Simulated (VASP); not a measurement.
Crystal: Ta.

```
Ta
1.0
     0.00000    2.86000    2.86000
     2.86000    0.00000    2.86000
     2.86000    2.86000    0.00000
Ta
2
Cartesian
  5.7200 5.7200 5.7200
  1.4300 1.4300 1.4300
```

This isn't the form of Ta at room conditions, which is bcc.

| Quantity | Value |
| --- | --- |
| Program | VASP 6.6.1 |
| Task | relaxation of cell and atoms |
| Functional | PBE |
| Potentials or basis | VASP PAW PBE potentials, release 64 (Ta_pv) |
| Cutoff | 500 eV |
| k mesh | 7 × 7 × 7 |
| Occupations | gaussian, width 0.05 eV |
| Spin | no spin polarisation |

At the start: pressure 19.7 GPa; volume 23.39 Å³/atom.

Problem. Where does the relaxation end?

Solution. Over 4 steps the energy falls by 268.7 meV/atom and the volume is 28.50 Å³/atom (+21.8 %); space group Fd-3m (No. 227, to 0.1 Å) before and after.

The path:
| step | energy change (eV) | largest force (eV/Å) | pressure (GPa) | volume (Å³) |
| --- | --- | --- | --- | --- |
| 1 | 0.0000 | 0.0000 | 19.72 | 46.79 |
| 2 | -0.0961 | 0.0000 | -10.10 | 69.11 |
| 3 | -0.5374 | 0.0000 | -0.20 | 57.22 |
| 4 | -0.5375 | 0.0000 | 0.09 | 56.99 |

Final structure:
```yaml
crystal:
  lattice:
    - [0.00000, 3.05446, 3.05446]
    - [3.05446, 0.00000, 3.05446]
    - [3.05446, 3.05446, 0.00000]
  atoms:
    - { symbol: Ta, position: [0.00000, 0.00000, 0.00000] }
    - { symbol: Ta, position: [0.25000, 0.25000, 0.25000] }
```

Caveat: the volume moved by over 15 % at a fixed basis, so the end points are rough.
